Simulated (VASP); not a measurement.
Here is a VASP 6.6.1 calculation.

File INCAR:

```
PREC = Accurate
ENCUT = 520
EDIFF = 1E-7
ISMEAR = 0
SIGMA = 0.05
LREAL = False
LASPH = True
NELM = 100
ALGO = Normal
ISIF = 2
LWAVE = False
LCHARG = False
GGA = PE
NBANDS = 16
```

File KPOINTS:

```
Automatic mesh
0
Gamma
  8 8 8
```

The input POSCAR:

```
GaP
1.0
    0.0000000000      2.7252500000      2.7252500000
    2.8615125000      0.0000000000      2.7252500000
    2.8615125000      2.7252500000      0.0000000000
Ga P
1 1
Direct
    0.0000000000      0.0000000000      0.0000000000
    0.7500000000      0.7500000000      0.7500000000
```

Potentials or basis: VASP PAW PBE potentials, release 64 (Ga_d, P).

Launch:

```console
$ cat potpaw_PBE.64/Ga_d/POTCAR potpaw_PBE.64/P/POTCAR > POTCAR
$ mpirun -np 1 vasp_std > vasp.out
```

Task: Estimate the pressure.

Result: -1.4 GPa.

Task: What does it give for the band gap on the k mesh?

Result: 1.31 eV, direct.

Stress tensor (GPa, compression positive):
```
-3.94  0.00  0.00
 0.00 -0.11  0.00
 0.00  0.00 -0.11
```

Caveat: the cell differs from its parent crystal (strain +0.0500 x Voigt [1, 0, 0, 0, 0, 0]). A k mesh can miss the band edges.
